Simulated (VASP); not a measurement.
Input of a VASP 6.6.1 run:

The input INCAR:

```
PREC = Accurate ; ENCUT = 400
EDIFF = 1E-6 ; ISMEAR = 0
SIGMA = 0.1 ; LREAL = False
LASPH = True ; NELM = 120
ALGO = Normal ; ISIF = 2
LWAVE = False ; LCHARG = False
LDIPOL = True ; IDIPOL = 3
DIPOL = 0.5 0.5 0.500 ; GGA = PS
NBANDS = 24 ; GGA_COMPAT = False
NELMDL = -8
```

Contents of KPOINTS:

```
regular mesh
0
Gamma
  3 3 1
```

The input POSCAR:

```
BaTe
1.0
    4.2624660000      0.0000000000      0.0000000000
    0.0000000000      4.2624660000      0.0000000000
    0.0000000000      0.0000000000     18.3936990000
Ba Te
2 2
Direct
    0.0000000000      0.0000000000      0.3261986618
    0.0000000000      0.0000000000      0.5579337794
    0.5000000000      0.5000000000      0.4420662206
    0.5000000000      0.5000000000      0.6738013382
```

Potentials or basis: VASP PAW PBE potentials, release 64 (Ba_sv, Te).

Run with:

```console
$ cat potpaw_PBE.64/Ba_sv/POTCAR potpaw_PBE.64/Te/POTCAR > POTCAR
$ mpirun -np 1 vasp_std > vasp.out
```

(1) What does it give for the band gap on the k mesh?

(2) Estimate the largest force.

## Answers

(1) zero (bands 16 and 17 overlap by 0.04 eV).

(2) 0.840 eV/Å.

Caveat: the k points lie up to 0.49 Å⁻¹ apart; the PAW data sets were made with another functional, which shifts forces and pressure a little; spin-orbit coupling is left out, which moves the levels of the heavy elements.
